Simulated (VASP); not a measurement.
Here is a VASP 6.6.1 calculation.

File INCAR:

```
ALGO = Normal
EDIFF = 1E-7
ENCUT = 520
GGA = PE
ISIF = 2
ISMEAR = 0
LASPH = T
LCHARG = F
LREAL = F
LWAVE = F
NBANDS = 24
NELM = 80
PREC = Accurate
SIGMA = 0.2
```

Contents of KPOINTS:

```
k-points
0
Gamma
  6 6 6
```

POSCAR

```
MnB6
1.0
   -0.0347896913     -0.0005395954      3.6029540807
   -2.9547603225      2.4424147124      0.0002208105
   -2.9541666285     -2.4416496785      0.0009151939
Mn B
1 6
Direct
    1.0000019416      0.9999985758     -0.0000028135
    0.7532452015      0.5376084564      0.9219425155
    0.2467971913      0.0780363971      0.4624060219
    0.2467490384      0.4623981375      0.0780466727
    0.7532042725      0.9219673251      0.5375960764
    0.4999550683      0.7859556479      0.2140500634
    0.5000472865      0.2140354601      0.7859614636
```

Potentials or basis: VASP PAW PBE potentials, release 64 (Mn_pv, B).

Run with:

```console
$ cat potpaw_PBE.64/Mn_pv/POTCAR potpaw_PBE.64/B/POTCAR > POTCAR
$ mpirun -np 1 vasp_std > vasp.out
```

Task: Estimate the band gap on the k mesh.

Result: Zero (an odd number of electrons rules out a gap without spin polarisation).

Task: Predict the largest force.

Result: 0.009 eV/Å.

Task: Estimate the pressure.

Result: 0.1 GPa.

Forces on the atoms (eV/Å):
```
Mn   0.000  0.000  0.000
B   -0.005  0.000 -0.008
B    0.004  0.000  0.007
B    0.004  0.000  0.008
B   -0.004  0.000 -0.007
B    0.000 -0.004  0.001
B    0.000  0.005 -0.001
```

Caveat: the run has no spin polarisation, though such a crystal can be magnetic. Spin polarisation is off, so any magnetic state and its effect on volume and gap are missing.
